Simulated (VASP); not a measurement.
CdTe (zincblende type):

```xyz
2
Lattice="0.0000 3.1072 3.1072 3.1072 0.0000 3.1072 3.1072 3.1072 0.0000" Properties=species:S:1:pos:R:3 pbc="T T T"
Cd    0.0000    0.0000    0.0000
Te    1.5536    1.5536    1.5536
```

```yaml
Program: VASP 6.6.1
Task: relaxation of cell and atoms
Functional: PBEsol
Potentials_or_basis: VASP PAW PBE potentials, release 64 (Cd, Te)
Cutoff: 600 eV
k_mesh: 12 × 12 × 12
Occupations: fermi-dirac, width 0.05 eV
Spin: no spin polarisation
```

At the start: pressure 7.5 GPa; volume 30.00 Å³/atom.

How do energy, volume and symmetry change on relaxing?

Over 5 steps the energy falls by 88.5 meV/atom and the volume is 34.28 Å³/atom (+14.3 %); space group F-43m (No. 216, to 0.05 Å).

The path:
```tsv
step	energy change (eV)	largest force (eV/Å)	pressure (GPa)	volume (Å³)
1	0.0000	0.0000	7.55	60.00
2	-0.1424	0.0000	-2.26	73.13
3	-0.1770	0.0000	0.03	68.51
4	-0.1769	0.0000	-0.06	68.68
5	-0.1770	0.0000	0.00	68.56
```

Final structure:
```yaml
crystal:
  lattice:
    - [0.00000, 3.24845, 3.24845]
    - [3.24845, 0.00000, 3.24845]
    - [3.24845, 3.24845, 0.00000]
  atoms:
    - { symbol: Cd, position: [0.00000, 0.00000, 0.00000] }
    - { symbol: Te, position: [0.25000, 0.25000, 0.25000] }
```

Caveat: the PAW data sets were made with another functional, which shifts forces and pressure a little.
